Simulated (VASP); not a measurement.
Wanted: the native input for a VASP 6.6.1 run.

```
Task                   : single point
Functional             : PBEsol
Potentials or basis    : VASP PAW PBE potentials, release 64 (Na_pv, I)
Cutoff                 : 520 eV
k mesh                 : 4 × 4 × 4
Occupations            : gaussian, width 0.01 eV
Spin                   : no spin polarisation
Dipole correction      : no
Further INCAR settings : ALGO = Normal; EDIFF = 1e-07; NBANDS = 14
```

The structure of NaI lies in POSCAR:

```
NaI
1.0
    0.0000000000      3.2364000000      3.2364000000
    3.2364000000      0.0000000000      3.2364000000
    3.2364000000      3.2364000000      0.0000000000
Na I
1 1
Direct
   -0.0001479706      0.0067879706      0.0018420294
    0.5179100000      0.5248900000      0.4300800000
```

These files were run (other wordings do the same):

INCAR

```
  PREC = Accurate
  ENCUT = 520
  EDIFF = 1E-7
  ISMEAR = 0
  SIGMA = 0.01
  LREAL = F
  LASPH = T
  NELM = 100
  ALGO = Normal
  ISIF = 2
  LWAVE = F
  LCHARG = F
  GGA = PS
  NBANDS = 14
```

KPOINTS

```
regular mesh
0
Gamma
  4 4 4
```

Potentials or basis: VASP PAW PBE potentials, release 64 (Na_pv, I).

Launch:

```bash
$ cat potpaw_PBE.64/Na_pv/POTCAR potpaw_PBE.64/I/POTCAR > POTCAR
$ mpirun -np 1 vasp_std > vasp.out
```

Results of the run:

```yaml
Pressure: 0.0 GPa
Largest_force: 0.234 eV/Å
Band_gap_on_the_k_mesh: 3.51 eV, direct
```

Caveat: the k points lie up to 0.42 Å⁻¹ apart; the PAW data sets were made with another functional, which shifts forces and pressure a little; spin-orbit coupling is left out, which moves the levels of the heavy elements.

Run time: 13 s on 1 thread of Intel(R) Xeon(R) 6975P-C (Granite Rapids), on a shared host, peak memory 0.21 GiB.
